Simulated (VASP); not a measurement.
Here is a VASP 6.6.1 calculation.

File INCAR:

```
SYSTEM = Al9N
ALGO     = Normal         ! electronic algorithm
DIPOL    = 0.5 0.5 0.502
EDIFF    = 1E-6           ! SCF threshold, eV
ENCUT    = 520            ! plane-wave cutoff, eV
GGA      = PS             ! functional
IDIPOL   = 3            
ISIF     = 2              ! what is computed and relaxed
ISMEAR   = 0              ! smearing method
LASPH    = .TRUE.         ! aspherical terms in the spheres
LCHARG   = .FALSE.        ! write CHGCAR
LDIPOL   = .TRUE.       
LREAL    = .FALSE.        ! projectors in reciprocal space
LWAVE    = .FALSE.        ! write WAVECAR
NBANDS   = 27             ! bands
NELM     = 60             ! most SCF steps
PREC     = Accurate       ! precision mode
SIGMA    = 0.1            ! smearing width, eV
```

KPOINTS

```
k-points
0
G
  12 12 1
  0 0 0
```

Contents of POSCAR:

```
Al9N
1.0
    2.8362844918      0.0000000000      0.0000000000
   -1.4181422459      2.4562944222      0.0000000000
    0.0000000000      0.0000000000     37.6442989108
Al N
9 1
Direct
    0.3333333333      0.6666666667      0.2257978033
    0.0000000000      0.0000000000      0.2877072406
    0.6666666667      0.3333333333      0.3496166779
    0.0000000000      0.0000000000      0.4115261153
    0.3333333333      0.6666666667      0.4728790065
    0.0000000000      0.0000000000      0.5343092819
    0.6666666667      0.3333333333      0.5963573292
    0.0000000000      0.0000000000      0.6577332810
    0.3333333333      0.6666666667      0.7176403487
    0.3333333333      0.6666666667      0.7662035138
```

Potentials or basis: VASP PAW PBE potentials, release 64 (Al, N).

Launch:

```sh
$ cat potpaw_PBE.64/Al/POTCAR potpaw_PBE.64/N/POTCAR > POTCAR
$ mpirun -np 1 vasp_std > vasp.out
```

(1) Estimate the band gap on the k mesh.

(2) Predict the largest force.

Results:

(1) zero (bands 16 and 17 overlap by 2.71 eV).

(2) 0.091 eV/Å.

Caveat: the PAW data sets were made with another functional, which shifts forces and pressure a little.
